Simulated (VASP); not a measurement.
ZnS:

```
Zn S
1.0
     3.81100    0.00000    0.00000
    -1.90550    3.30042    0.00000
     0.00000    0.00000    6.23400
Zn S
2 2
Direct
  0.33333 0.66667 0.00000
  0.66667 0.33333 0.50000
  0.33333 0.66667 0.38500
  0.66667 0.33333 0.88500
```

* Program: VASP 6.6.1
* Task: relaxation of cell and atoms
* Functional: PBEsol
* Potentials or basis: VASP PAW PBE potentials, release 64 (Zn, S)
* Cutoff: 600 eV
* k mesh: 12 × 12 × 6
* Occupations: gaussian, width 0.02 eV
* Spin: no spin polarisation

At the start: pressure -1.1 GPa; volume 19.60 Å³/atom.

**Question.** How do energy, volume and symmetry change on relaxing?

**Answer.** Over 9 steps the energy falls by 6.5 meV/atom and the volume is 19.28 Å³/atom (-1.7 %); space group P6_3mc (No. 186, to 0.1 Å) before and after.

The path:
```csv
step,energy change (eV),largest force (eV/Å),pressure (GPa),volume (Å³)
1,0.0000,0.3086,-1.12,78.41
2,-0.0199,0.1199,0.27,76.86
3,-0.0200,0.1018,0.36,76.75
4,-0.0232,0.0452,0.03,77.06
5,-0.0242,0.0027,-0.20,77.29
6,-0.0244,0.0152,-0.32,77.38
7,-0.0258,0.0008,0.07,77.09
8,-0.0258,0.0005,-0.05,77.11
9,-0.0258,0.0001,-0.01,77.10
```

Final structure:
```xyz
4
Lattice="3.7853 0.0000 0.0000 -1.8926 3.2781 0.0000 0.0000 0.0000 6.2135" Properties=species:S:1:pos:R:3 pbc="T T T"
Zn    0.0000    2.1854    0.0337
Zn    1.8926    1.0927    3.1404
S     0.0000    2.1854    2.3585
S     1.8926    1.0927    5.4652
```

Caveat: the PAW data sets were made with another functional, which shifts forces and pressure a little.
